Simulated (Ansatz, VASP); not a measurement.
Two plane-wave programs on Ta4O

```xyz
10
Lattice="-3.2547 0.0000 0.0000 0.0000 -3.2547 0.0000 0.0000 0.0000 14.4908" Properties=species:S:1:pos:R:3 pbc="T T T"
Ta   -3.2547   -3.2547    1.0464
Ta   -3.2547   -3.2547    8.4418
Ta   -1.6274   -1.6274    3.1387
Ta   -1.6274   -1.6274   10.5341
Ta   -1.6274   -1.6274   13.7450
Ta   -1.6274   -1.6274    6.3496
Ta   -3.2547    0.0000   12.1395
Ta   -3.2547    0.0000    4.7441
O    -1.6274   -1.6274    1.0464
O    -1.6274   -1.6274    8.4418
```

Alike in both runs: task single point; functional PBE; k mesh 14 × 14 × 4; occupations gaussian, width 0.15 eV; no spin polarisation.

|  | VASP | Ansatz |
| --- | --- | --- |
| version | VASP 6.6.1 | Ansatz 0.2.0 |
| potentials or method | VASP PAW PBE potentials, release 64 (Ta_pv, O), cutoff 520 eV | scalar-relativistic, plane waves, PAW |
| valence electrons in the cell | 100 | 116 |

|  | VASP | Ansatz | Ansatz less VASP |
| --- | --- | --- | --- |
| gap on the k mesh at the Fermi level (eV) | none | none | - |
| pressure (GPa) | 9.4 | 9.0 | -0.37 |
| traceless stress, the component that is largest in VASP (GPa) | 10.00 | 9.72 | -0.286 |
| rms of the force components (eV/Å) | 2.028 | 1.981 | -0.0465 |

Atom by atom the forces differ by 0.048 eV/Å (rms over components). A gap of «none» marks a metal or a gap that the smearing closes. The functional is the same, so the differences come from potentials, cutoffs and numerics. VASP's potentials hold 100 valence electrons a cell and Ansatz's 116, so a difference there can come from the potentials and not from the codes.

Neither program's run includes spin-orbit coupling.
